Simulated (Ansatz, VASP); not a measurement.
## GaN in VASP and in Ansatz

Contents of POSCAR:

```
GaN
1.0
    3.1799996605      0.0000000000      0.0000000000
   -1.5899998303      2.7539604900      0.0000000000
    0.0000000000      0.0000000000      5.1660000000
Ga N
2 2
Direct
    0.3529874235      0.6666666667      0.0000000000
    0.6863207568      0.3333333333      0.5000000000
    0.3333333333      0.6666666667      0.3750000000
    0.6666666667      0.3333333333      0.8750000000
```

File INCAR.step1:

```
  PREC = Accurate
  ENCUT = 520
  ISMEAR = 0
  SIGMA = 0.05
  LREAL = F
  LASPH = T
  NELM = 80
  NBANDS = 26
  GGA = PE
  ALGO = Normal
  EDIFF = 1E-4
  LWAVE = T
  LCHARG = F
```

File INCAR.step2:

```
  PREC = Accurate
  ENCUT = 520
  EDIFF = 1E-6
  ISMEAR = 0
  SIGMA = 0.05
  LREAL = F
  LASPH = T
  NELM = 80
  ALGO = Normal
  ISIF = 2
  LWAVE = F
  LCHARG = F
  METAGGA = R2SCAN
  LMIXTAU = T
  NBANDS = 26
  ISTART = 1
```

File KPOINTS:

```
Automatic mesh
0
Gamma
  12 12 6
```

Input for Ansatz:

```yaml
crystal:
  lattice:
    - [3.1799996605, 0.0, 0.0]
    - [-1.5899998303, 2.75396049, 0.0]
    - [0.0, 0.0, 5.166]
  atoms:
    - { symbol: Ga, position: [0.3529874235, 0.6666666667, 0.0] }
    - { symbol: Ga, position: [0.6863207568, 0.3333333333, 0.5] }
    - { symbol: "N", position: [0.3333333333, 0.6666666667, 0.375] }
    - { symbol: "N", position: [0.6666666667, 0.3333333333, 0.875] }
basis:
  ecutwfc: 500
kpoints:
  mp_grid: { grid: [12, 12, 6] }
hamiltonian:
  xc: r2scan
scf:
  occupations: { method: gaussian, width: 0.05 }
output:
  forces: true
  stress: true
  eigenvalues: true
```

Change from the starting cell: all Ga atoms moved +0.062 Å, as atom 1 along Cartesian [1 0 0].

Alike in both runs: task single point; functional r2SCAN; k mesh 12 × 12 × 6; occupations gaussian, width 0.05 eV; no spin polarisation.

|  | VASP | Ansatz |
| --- | --- | --- |
| version | VASP 6.6.1 | Ansatz 0.2.0 |
| potentials or method | VASP PAW PBE potentials, release 64 (Ga_d, N), cutoff 520 eV | scalar-relativistic, plane waves, PAW |
| valence electrons in the cell | 36 | 36 |

```csv
,VASP,Ansatz,Ansatz less VASP
gap on the k mesh at the Fermi level (eV),2.32,2.33,+0.006
least direct gap on the mesh (eV),2.32,2.33,+0.006
pressure (GPa),2.6,1.5,-1.10
"traceless stress, the component that is largest in VASP (GPa)",-2.62,-2.50,+0.118
rms of the force components (eV/Å),0.485,0.476,-0.0082
```

VASP's potentials were made for PBE, not for r2SCAN. Atom by atom the forces differ by 0.009 eV/Å (rms over components).
